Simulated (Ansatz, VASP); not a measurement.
**AlRu: VASP beside Ansatz**

The input INCAR:

```
PREC     = Accurate       # precision mode
ENCUT    = 520            # plane-wave cutoff, eV
EDIFF    = 1E-6           # SCF threshold, eV
ISMEAR   = -1             # smearing method
SIGMA    = 0.05           # smearing width, eV
LREAL    = False          # projectors in reciprocal space
LASPH    = True           # aspherical terms in the spheres
NELM     = 100            # most SCF steps
ALGO     = Normal         # electronic algorithm
ISIF     = 2              # what is computed and relaxed
LWAVE    = False          # write WAVECAR
LCHARG   = False          # write CHGCAR
GGA      = PE             # functional
NBANDS   = 16             # bands
```

File KPOINTS:

```
Automatic mesh
0
Gamma
  9 9 9
```

File POSCAR:

```
AlRu
1.0
    2.9715215427      0.0000000000      0.0000000000
    0.0000000000      2.9715215427      0.0000000000
    0.0000000000      0.0000000000      2.9715215427
Ru Al
1 1
Direct
    0.5000000000      0.5000000000      0.5000000000
    0.0000000000      0.0000000000      0.0000000000
```

The input input.yaml:

```yaml
crystal:
  lattice:
    - [2.9715215427, 0.0, 0.0]
    - [0.0, 2.9715215427, 0.0]
    - [0.0, 0.0, 2.9715215427]
  atoms:
    - { symbol: Ru, position: [0.5, 0.5, 0.5] }
    - { symbol: Al, position: [0.0, 0.0, 0.0] }
hamiltonian:
  xc: pbe
  pseudopotentials: { kind: paw, azcp: { folder: soft_1 } }
kpoints:
  mp_grid: { grid: [9, 9, 9] }
scf:
  occupations: { method: fermi_dirac, width: 0.05 }
output:
  forces: true
  stress: true
  eigenvalues: true
  write_density: true
  write_potential: true
  elf: true
  volumetric_format: npy
```

Alike in both runs: task single point; functional PBE; k mesh 9 × 9 × 9; occupations fermi-dirac, width 0.05 eV; no spin polarisation.

|  | VASP | Ansatz |
| --- | --- | --- |
| version | VASP 6.6.1 | Ansatz 0.2.0 |
| potentials or method | VASP PAW PBE potentials, release 64 (Ru_pv, Al) | Ansatz PAW soft_1 |
| plane-wave cutoff (eV) | 520 | 420 |
| valence electrons in the cell | 17 | 19 |

```tsv
	VASP	Ansatz	Ansatz less VASP
gap on the k mesh at the Fermi level (eV)	none	none	-
pressure (GPa)	7.0	7.0	+0.01
```

A gap of «none» marks a metal or a gap that the smearing closes. With one functional, cell and mesh, what is left measures potentials, basis and numerics. VASP's potentials hold 17 valence electrons a cell and Ansatz's 19, so a difference there can come from the potentials and not from the codes.
